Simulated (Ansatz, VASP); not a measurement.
Ti: VASP beside Ansatz

```
CELL_PARAMETERS angstrom
0.00000 2.00055 2.00055
2.00055 0.00000 2.00055
2.00055 2.00055 0.00000
ATOMIC_POSITIONS crystal
Ti 0.00000 0.00000 0.00000
```

Alike in both runs: functional LDA; k mesh 18 × 18 × 18; occupations gaussian, width 0.1 eV; no spin polarisation.

Ansatz relaxed the structure, and its values are those at the end. VASP's run is a single point on that final structure, the one shown.

|  | VASP | Ansatz |
| --- | --- | --- |
| version | VASP 6.6.1 | Ansatz 0.2.0 |
| potentials or method | VASP PAW LDA potentials, release 64 (Ti_sv), cutoff 520 eV | scalar-relativistic, plane waves, PAW |
| valence electrons in the cell | 12 | 12 |

Ansatz gave:

```
gap on the k mesh at the Fermi level (eV) : none
pressure (GPa)                            : 0.0
```

Task: Estimate VASP's values.

Result: gap on the k mesh at the Fermi level (eV): none; pressure (GPa): -0.2.

Ansatz warns that its potentials were made for another functional, while VASP's fit it. LDA's correlation is that of Perdew and Zunger in VASP and of Perdew and Wang (1992) in Ansatz. A gap of «none» marks a metal or a gap that the smearing closes.
